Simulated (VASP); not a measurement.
# TaN (P-6m2) in VASP: a series of runs, part 2 of 2

VASP 6.6.1. The steps go on from the part before.

### Step 4. Single point, PBE

This run uses another cell than the first one: it holds 12 atoms, not 2.

File INCAR:

```
SYSTEM = TaN
ALGO     = Normal         ! electronic algorithm
EDIFF    = 1E-6           ! SCF threshold, eV
ENCUT    = 520            ! plane-wave cutoff, eV
GGA      = PE             ! functional
ISIF     = 2              ! what is computed and relaxed
ISMEAR   = 0              ! smearing method
LASPH    = .True.         ! aspherical terms in the spheres
LCHARG   = .True.         ! write CHGCAR
LELF     = .True.         ! ELF
LREAL    = .False.        ! projectors in reciprocal space
LVHAR    = .True.       
LWAVE    = .False.        ! write WAVECAR
NBANDS   = 60             ! bands
NELM     = 100            ! most SCF steps
PREC     = Accurate       ! precision mode
SIGMA    = 0.1            ! smearing width, eV
```

File KPOINTS:

```
k-points
0
Gamma
  12 12 6
  0 0 0
```

File POSCAR:

```
TaN
1.0
    4.4248888229     -2.5547107530      0.0000000000
   -4.4248888228     -2.5547107530      0.0000000000
    0.0000000000      0.0000000000     -5.7964063884
Ta N
6 6
Direct
    0.3333333333      0.3333333333      0.0000000000
    0.3333333333      0.3333333333      0.5000000000
    0.6666666667      1.0000000000      0.0000000000
    0.6666666667      1.0000000000      0.5000000000
    0.0000000000      0.6666666667      0.0000000000
    0.0000000000      0.6666666667      0.5000000000
    0.0000000000      0.3333333333      0.2500000000
    0.0000000000      0.3333333333      0.7500000000
    0.3333333333      0.0000000000      0.2500000000
    0.3333333333      0.0000000000      0.7500000000
    0.6666666667      0.6666666667      0.2500000000
    0.6666666667      0.6666666667      0.7500000000
```

Potentials or basis: VASP PAW PBE potentials, release 64 (Ta_pv, N).

The run is started by

```console
cat potpaw_PBE.64/Ta_pv/POTCAR potpaw_PBE.64/N/POTCAR > POTCAR
mpirun -np 1 vasp_std > vasp.out
```

OUTCAR:

```text
SYSTEM = TaN
   EDIFF = 1E-6
   ENCUT = 520
   GGA = PE
   ISIF = 2
   ISMEAR = 0
   LASPH = .True.
   LREAL = .False.
   NELM = 100
   PREC = Accurate

 ion  position               nearest neighbor table
   1  0.333  0.333  0.000-   9 2.24  10 2.24   7 2.24   8 2.24  11 2.24  12 2.24   2 2.90   2 2.90
                             5 2.95   3 2.95   3 2.95   5 2.95   3 2.95   5 2.95
   2  0.333  0.333  0.500-   9 2.24  10 2.24   7 2.24   8 2.24  11 2.24  12 2.24   1 2.90   1 2.90
                             6 2.95   4 2.95   4 2.95   6 2.95   4 2.95   6 2.95
   3  0.667  0.000  0.000-  11 2.24  12 2.24   7 2.24   8 2.24   9 2.24  10 2.24   4 2.90   4 2.90
                             5 2.95   1 2.95   5 2.95   1 2.95   1 2.95   5 2.95
   4  0.667  0.000  0.500-  11 2.24  12 2.24   7 2.24   8 2.24   9 2.24  10 2.24   3 2.90   3 2.90
                             6 2.95   2 2.95   6 2.95   2 2.95   2 2.95   6 2.95
   5  0.000  0.667  0.000-   9 2.24  10 2.24  11 2.24  12 2.24   7 2.24   8 2.24   6 2.90   6 2.90
                             1 2.95   3 2.95   3 2.95   1 2.95   3 2.95   1 2.95
   6  0.000  0.667  0.500-   9 2.24  10 2.24  11 2.24  12 2.24   7 2.24   8 2.24   5 2.90   5 2.90
                             2 2.95   4 2.95   4 2.95   2 2.95   4 2.95   2 2.95
   7  0.000  0.333  0.250-   3 2.24   4 2.24   1 2.24   2 2.24   5 2.24   6 2.24
   8  0.000  0.333  0.750-   3 2.24   4 2.24   1 2.24   2 2.24   5 2.24   6 2.24
   9  0.333  0.000  0.250-   1 2.24   2 2.24   5 2.24   6 2.24   3 2.24   4 2.24
  10  0.333  0.000  0.750-   1 2.24   2 2.24   5 2.24   6 2.24   3 2.24   4 2.24
  11  0.667  0.667  0.250-   3 2.24   4 2.24   5 2.24   6 2.24   1 2.24   2 2.24
[... 8 lines left out ...]
 A1 = (   4.4248888229,  -2.5547107530,   0.0000000000)
 A2 = (  -4.4248888228,  -2.5547107530,   0.0000000000)
 A3 = (   0.0000000000,   0.0000000000,  -5.7964063884)

Analysis of symmetry for initial positions (statically):
=====================================================================
 Subroutine PRICEL returns following result:

  LATTYP: Found a hexagonal cell.
 ALAT       =     2.9499258816
 C/A-ratio  =     0.9824664451

  Lattice vectors:

 A1 = (  -1.4749629404,   2.5547107530,   0.0000000000)
 A2 = (   2.9499258816,   0.0000000000,   0.0000000000)
[... 173 lines left out ...]
   NGX = 19   NGY = 19   NGZ = 21

 number of electron      95.9999998 magnetization

 Free energy of the ion-electron system (eV)
  ---------------------------------------------------
  ext. energy  EPLUGINS =         0.00000000
  ---------------------------------------------------
  free energy    TOTEN  =      -134.67685017 eV

  energy without entropy =     -134.67485444  energy(sigma->0) =     -134.67585231

 E-fermi :   8.1024     XC(G=0): -13.2727

 val. band max:        8.0874750770   @ k =   0.0000   0.0000   0.1667
 cond. band min:       8.1107326331   @ k =   0.0833   0.0000   0.0000
 fundamental gap:      0.0232575561
 Fermi energy:         8.1024075033

 k-point     1 :       0.0000    0.0000    0.0000
  band No.  band energies     occupation
      1     -27.6473      2.00000
      2     -27.3686      2.00000
      3     -27.3686      2.00000
      4     -27.2514      2.00000
      5     -27.2514      2.00000
      6     -27.1567      2.00000
[... 1501 lines left out ...]
     59      11.9815      0.00000
     60      12.1182      0.00000

 [... further k-points ...]

------------------------ aborting loop because EDIFF is reached ----------------------------------------

  FORCE on cell =-STRESS in cart. coord.  units (eV):
  Direction    XX          YY          ZZ          XY          YZ          ZX
  --------------------------------------------------------------------------------------
  -------------------------------------------------------------------------------------
  Total        0.5334303      0.5334303      0.5576150     -0.0000000      0.0000000      0.0000000
  in kB        6.5216174      6.5216174      6.8172957     -0.0000000      0.0000000      0.0000000
  external PRESSURE =       6.6201769 kB  Pullay stress =       0.0000000 kB

 VOLUME and BASIS-vectors are now :
 -----------------------------------------------------------------------------
  energy-cutoff  :      520.00
  volume of cell :      131.05
      direct lattice vectors                 reciprocal lattice vectors
     4.424888823 -2.554710753  0.000000000     0.112997189 -0.195716873  0.000000000
    -4.424888823 -2.554710753  0.000000000    -0.112997189 -0.195716873  0.000000000
     0.000000000  0.000000000 -5.796406388     0.000000000  0.000000000 -0.172520685

 POSITION                                       TOTAL-FORCE (eV/Angst)
 -----------------------------------------------------------------------------------
      0.00000     -1.70314      0.00000         0.000000      0.000000     -0.000000
      0.00000     -1.70314     -2.89820         0.000000      0.000000     -0.000000
      2.94993     -1.70314      0.00000         0.000000      0.000000     -0.000000
      2.94993     -1.70314     -2.89820         0.000000      0.000000      0.000000
     -2.94993     -1.70314      0.00000         0.000000      0.000000     -0.000000
     -2.94993     -1.70314     -2.89820         0.000000     -0.000000     -0.000000
     -1.47496     -0.85157     -1.44910        -0.000000     -0.000000      0.000000
     -1.47496     -0.85157     -4.34730        -0.000000      0.000000     -0.000000
      1.47496     -0.85157     -1.44910        -0.000000     -0.000000      0.000000
      1.47496     -0.85157     -4.34730         0.000000      0.000000     -0.000000
      0.00000     -3.40628     -1.44910        -0.000000     -0.000000      0.000000
      0.00000     -3.40628     -4.34730        -0.000000     -0.000000     -0.000000
 -----------------------------------------------------------------------------------
    total drift:                                0.000000     -0.000002      0.000000

  FREE ENERGIE OF THE ION-ELECTRON SYSTEM (eV)
  ---------------------------------------------------
  free  energy   TOTEN  =      -134.6768501726 eV

  energy  without entropy=     -134.6748544416  energy(sigma->0) =     -134.67585231
```

OSZICAR:

```text
N       E                     dE             d eps       ncg     rms          rms(c)
DAV:   1     0.100156477253E+04    0.10016E+04   -0.52204E+04  9120   0.170E+03
DAV:   2    -0.630454875766E+02   -0.10646E+04   -0.10212E+04  9928   0.512E+02
DAV:   3    -0.147474484256E+03   -0.84429E+02   -0.82624E+02 10856   0.132E+02
DAV:   4    -0.149920901299E+03   -0.24464E+01   -0.24141E+01 11064   0.217E+01
DAV:   5    -0.149997079870E+03   -0.76179E-01   -0.75974E-01 11388   0.310E+00    0.561E+01
DAV:   6    -0.135314308520E+03    0.14683E+02   -0.92750E+01 11284   0.355E+01    0.258E+01
DAV:   7    -0.134784100436E+03    0.53021E+00   -0.51668E+00 10904   0.872E+00    0.139E+01
DAV:   8    -0.134698031291E+03    0.86069E-01   -0.54729E-01 10588   0.361E+00    0.110E+00
DAV:   9    -0.134676717227E+03    0.21314E-01   -0.11501E-01 11432   0.113E+00    0.380E-01
DAV:  10    -0.134677092458E+03   -0.37523E-03   -0.80035E-03 11072   0.482E-01    0.127E-01
DAV:  11    -0.134676849581E+03    0.24288E-03   -0.11405E-03 11488   0.133E-01    0.292E-02
DAV:  12    -0.134676851608E+03   -0.20269E-05   -0.81820E-05 11224   0.373E-02    0.135E-02
DAV:  13    -0.134676850380E+03    0.12283E-05   -0.32803E-06  8968   0.791E-03    0.577E-03
DAV:  14    -0.134676850173E+03    0.20736E-06   -0.23051E-07  6808   0.237E-03
   1 F= -.13467685E+03 E0= -.13467585E+03  d E =-.199573E-02
```

Run time: 13 min. Hardware: 1 thread of Intel Xeon 8259CL, shared host; peak memory 0.55 GiB.

Results:

```
Free energy            : -134.6769 eV
Pressure               : 0.7 GPa
Band gap on the k mesh : zero (bands 48 and 49 overlap by 0.26 eV)
```

Levels at points of the mesh, in eV from the Fermi level:
| k point | band 46 | band 47 | band 48 | band 49 | band 50 | band 51 |
| --- | --- | --- | --- | --- | --- | --- |
| (0.00, 0.00, 0.00) | -0.07 | -0.07 | 0.14 | 0.14 | 1.06 | 1.06 |
| (0.50, 0.00, 0.00) | -1.79 | -1.79 | -0.38 | 1.57 | 1.57 | 2.72 |
| (0.00, 0.00, 0.50) | -0.57 | -0.34 | -0.34 | 0.80 | 0.80 | 0.80 |
| (0.50, 0.00, 0.50) | -1.56 | -1.45 | -1.45 | 1.47 | 1.47 | 1.47 |

Caveat: spin-orbit coupling is left out, which moves the levels of the heavy elements.

### Step 5. Relaxation of cell and atoms, PBE

This run uses another cell than the first one: it holds 12 atoms, not 2.

File INCAR:

```
PREC = Accurate
ENCUT = 600
EDIFF = 1E-6
ISMEAR = 0
SIGMA = 0.1
LREAL = False
LASPH = True
NELM = 80
ALGO = Fast
ISIF = 3
LWAVE = False
LCHARG = False
GGA = PE
IBRION = 2
NSW = 80
EDIFFG = -0.015
KPAR = 4
```

File KPOINTS:

```
Automatic mesh
0
Gamma
  12 12 6
```

POSCAR is that of step 4.

Potentials or basis: VASP PAW PBE potentials, release 64 (Ta_pv, N).

The run is started by

```console
cat potpaw_PBE.64/Ta_pv/POTCAR potpaw_PBE.64/N/POTCAR > POTCAR
mpirun -np 4 vasp_std > vasp.out
```

OUTCAR:

```text
PREC = Accurate
   ENCUT = 600
   EDIFF = 1E-6
   ISMEAR = 0
   LREAL = False
   LASPH = True
   NELM = 80
   ISIF = 3
   GGA = PE
   IBRION = 2
   NSW = 80
   EDIFFG = -0.015

 ion  position               nearest neighbor table
   1  0.333  0.333  0.000-   9 2.24  10 2.24   7 2.24   8 2.24  11 2.24  12 2.24   2 2.90   2 2.90
                             5 2.95   3 2.95   3 2.95   5 2.95   3 2.95   5 2.95
   2  0.333  0.333  0.500-   9 2.24  10 2.24   7 2.24   8 2.24  11 2.24  12 2.24   1 2.90   1 2.90
                             6 2.95   4 2.95   4 2.95   6 2.95   4 2.95   6 2.95
   3  0.667  0.000  0.000-  11 2.24  12 2.24   7 2.24   8 2.24   9 2.24  10 2.24   4 2.90   4 2.90
                             5 2.95   1 2.95   5 2.95   1 2.95   1 2.95   5 2.95
   4  0.667  0.000  0.500-  11 2.24  12 2.24   7 2.24   8 2.24   9 2.24  10 2.24   3 2.90   3 2.90
                             6 2.95   2 2.95   6 2.95   2 2.95   2 2.95   6 2.95
   5  0.000  0.667  0.000-   9 2.24  10 2.24  11 2.24  12 2.24   7 2.24   8 2.24   6 2.90   6 2.90
                             1 2.95   3 2.95   3 2.95   1 2.95   3 2.95   1 2.95
   6  0.000  0.667  0.500-   9 2.24  10 2.24  11 2.24  12 2.24   7 2.24   8 2.24   5 2.90   5 2.90
                             2 2.95   4 2.95   4 2.95   2 2.95   4 2.95   2 2.95
   7  0.000  0.333  0.250-   3 2.24   4 2.24   1 2.24   2 2.24   5 2.24   6 2.24
   8  0.000  0.333  0.750-   3 2.24   4 2.24   1 2.24   2 2.24   5 2.24   6 2.24
   9  0.333  0.000  0.250-   1 2.24   2 2.24   5 2.24   6 2.24   3 2.24   4 2.24
  10  0.333  0.000  0.750-   1 2.24   2 2.24   5 2.24   6 2.24   3 2.24   4 2.24
  11  0.667  0.667  0.250-   3 2.24   4 2.24   5 2.24   6 2.24   1 2.24   2 2.24
[... 8 lines left out ...]
 A1 = (   4.4248888229,  -2.5547107530,   0.0000000000)
 A2 = (  -4.4248888228,  -2.5547107530,   0.0000000000)
 A3 = (   0.0000000000,   0.0000000000,  -5.7964063884)

Analysis of symmetry for initial positions (statically):
=====================================================================
 Subroutine PRICEL returns following result:

  LATTYP: Found a hexagonal cell.
 ALAT       =     2.9499258816
 C/A-ratio  =     0.9824664451

  Lattice vectors:

 A1 = (  -1.4749629404,   2.5547107530,   0.0000000000)
 A2 = (   2.9499258816,   0.0000000000,   0.0000000000)
 A3 = (   0.0000000000,   0.0000000000,  -2.8982031942)
[... 170 lines left out ...]
  energy-cutoff  :      600.00
  volume of cell :      131.05
 maximum number of plane-waves:      4401
 NGX is ok and might be reduce to    42

--------------------------------------- Ionic step        1  -------------------------------------------

 number of electron      96.0000002 magnetization

 Free energy of the ion-electron system (eV)
  ---------------------------------------------------
  ext. energy  EPLUGINS =         0.00000000
  ---------------------------------------------------
  free energy    TOTEN  =      -134.69017673 eV

  energy without entropy =     -134.68818094  energy(sigma->0) =     -134.68917883

------------------------ aborting loop because EDIFF is reached ----------------------------------------

  FORCE on cell =-STRESS in cart. coord.  units (eV):
  Direction    XX          YY          ZZ          XY          YZ          ZX
  --------------------------------------------------------------------------------------
  -------------------------------------------------------------------------------------
  Total        0.4519434      0.4519434      0.4758561     -0.0000000      0.0000000      0.0000000
  in kB        5.5253749      5.5253749      5.8177264     -0.0000000      0.0000000      0.0000000
  external PRESSURE =       5.6228254 kB  Pullay stress =       0.0000000 kB
[... 79 lines left out ...]
--------------------------------------- Ionic step        3  -------------------------------------------

 number of electron      96.0000003 magnetization

 Free energy of the ion-electron system (eV)
  ---------------------------------------------------
  ext. energy  EPLUGINS =         0.00000000
  ---------------------------------------------------
  free energy    TOTEN  =      -134.69053933 eV

  energy without entropy =     -134.68854031  energy(sigma->0) =     -134.68953982

 E-fermi :   8.0854     XC(G=0): -13.2637

 val. band max:        8.0704852634   @ k =   0.0000   0.0000   0.1667
 cond. band min:       8.0936017755   @ k =   0.0833   0.0000   0.0000
 fundamental gap:      0.0231165122
 Fermi energy:         8.0853585307

 k-point     1 :       0.0000    0.0000    0.0000
  band No.  band energies     occupation
      1     -27.6639      2.00000
      2     -27.3873      2.00000
      3     -27.3873      2.00000
      4     -27.2696      2.00000
      5     -27.2696      2.00000
      6     -27.1758      2.00000
[... 1429 lines left out ...]
     56      11.5590      0.00000
     57      11.8457      0.00000

 [... further k-points ...]

------------------------ aborting loop because EDIFF is reached ----------------------------------------

  FORCE on cell =-STRESS in cart. coord.  units (eV):
  Direction    XX          YY          ZZ          XY          YZ          ZX
  --------------------------------------------------------------------------------------
  -------------------------------------------------------------------------------------
  Total        0.0220415      0.0220415     -0.0210393     -0.0000000      0.0000000      0.0000000
  in kB        0.2690305      0.2690305     -0.2567969     -0.0000000      0.0000000      0.0000000
  external PRESSURE =       0.0937547 kB  Pullay stress =       0.0000000 kB
[... 27 lines left out ...]
  FREE ENERGIE OF THE ION-ELECTRON SYSTEM (eV)
  ---------------------------------------------------
  free  energy   TOTEN  =      -134.6905393293 eV

  energy  without entropy=     -134.6885403136  energy(sigma->0) =     -134.68953982

 reached required accuracy - stopping structural energy minimisation
```

OSZICAR:

```text
N       E                     dE             d eps       ncg     rms          rms(c)
DAV:   1     0.107268096757E+04    0.10727E+04   -0.57332E+04  8664   0.199E+03
DAV:   2    -0.543235622756E+02   -0.11270E+04   -0.10897E+04  9475   0.573E+02
DAV:   3    -0.147321041162E+03   -0.92997E+02   -0.91174E+02 10276   0.150E+02
[... 28 lines left out ...]
RMM:   3    -0.134690453545E+03    0.13579E-02   -0.58806E-03  8664   0.373E-01    0.101E-01
RMM:   4    -0.134690503771E+03   -0.50226E-04   -0.43278E-04  8813   0.146E-01    0.369E-02
RMM:   5    -0.134690526258E+03   -0.22487E-04   -0.13830E-04  9210   0.547E-02    0.430E-02
RMM:   6    -0.134690545101E+03   -0.18843E-04   -0.57335E-05  8664   0.445E-02    0.269E-02
RMM:   7    -0.134690538994E+03    0.61064E-05   -0.25258E-05  8693   0.299E-02    0.645E-03
RMM:   8    -0.134690539329E+03   -0.33500E-06   -0.64246E-06  7413   0.121E-02
   3 F= -.13469054E+03 E0= -.13468954E+03  d E =-.362597E-03
```

Run time: 16 min. Hardware: 4 MPI ranks of Oxide Virtual Turin-like, shared host; peak memory 0.63 GiB.

What came out:

```yaml
Free_energy: -134.6905 eV
Relaxed_volume: 10.94 Å³/atom
Relaxed_cell: a = 5.112 Å, b = 5.112 Å, c = 5.800 Å, α = 90.00°, β = 90.00°, γ = 120.00°
Space_group_after_relaxing_to_0.1_Å: P-6m2 (No. 187)
Energy_gained_by_relaxing: 0.0 meV/atom
Ionic_steps: 3
Pressure_after_relaxing: 0.0 GPa
Band_gap_on_the_k_mesh: zero (bands 48 and 49 overlap by 0.26 eV)
```

Step by step:
| step | energy change (eV) | largest force (eV/Å) | pressure (GPa) | volume (Å³) |
| --- | --- | --- | --- | --- |
| 1 | 0.0000 | 0.0000 | 0.56 | 131.05 |
| 2 | 0.0018 | 0.0000 | -1.36 | 131.78 |
| 3 | -0.0004 | 0.0000 | 0.01 | 131.27 |

Final structure:
```
CELL_PARAMETERS angstrom
4.42729 -2.55609 0.00000
-4.42729 -2.55609 0.00000
0.00000 0.00000 -5.79971
ATOMIC_POSITIONS crystal
Ta 0.33333 0.33333 0.00000
Ta 0.33333 0.33333 0.50000
Ta 0.66667 0.00000 0.00000
Ta 0.66667 0.00000 0.50000
Ta 0.00000 0.66667 0.00000
Ta 0.00000 0.66667 0.50000
N 0.00000 0.33333 0.25000
N 0.00000 0.33333 0.75000
N 0.33333 0.00000 0.25000
N 0.33333 0.00000 0.75000
N 0.66667 0.66667 0.25000
N 0.66667 0.66667 0.75000
```

Caveat: spin-orbit coupling is left out, which moves the levels of the heavy elements.

### Step 6. Summary

```csv
task,cell,k mesh,cutoff (eV),gap on the mesh (eV),pressure (GPa),relaxed volume (Å³/atom)
single point,"a = 2.950, b = 2.950, c = 2.898 Å, angles 90.0, 90.0, 120.0°, 2 atoms, atomic positions A",12 × 12 × 8,520,none,0.7,-
relaxation of cell and atoms,"relaxed from a = 2.875, b = 2.875, c = 2.776 Å, angles 90.0, 90.0, 120.0°, 2 atoms, atomic positions A",12 × 12 × 8,600,none,0.2,10.93
single point,"a = 5.109, b = 5.109, c = 5.796 Å, angles 90.0, 90.0, 120.0°, 12 atoms, atomic positions B",12 × 12 × 6,520,none,0.7,-
relaxation of cell and atoms,"relaxed from a = 5.109, b = 5.109, c = 5.796 Å, angles 90.0, 90.0, 120.0°, 12 atoms, atomic positions B",12 × 12 × 6,600,none,0.0,10.94
```

Alike in all rows: level PBE; potentials or basis VASP PAW PBE potentials, release 64 (Ta_pv, N); no spin polarisation; smearing gaussian 0.1 eV.

Caveats: spin-orbit coupling is left out, which moves the levels of the heavy elements.

Total energies depend on the potentials used, so only differences within one code and one set of settings carry meaning.

The gap in the log of VASP goes by the Fermi energy; the results here count the filled bands.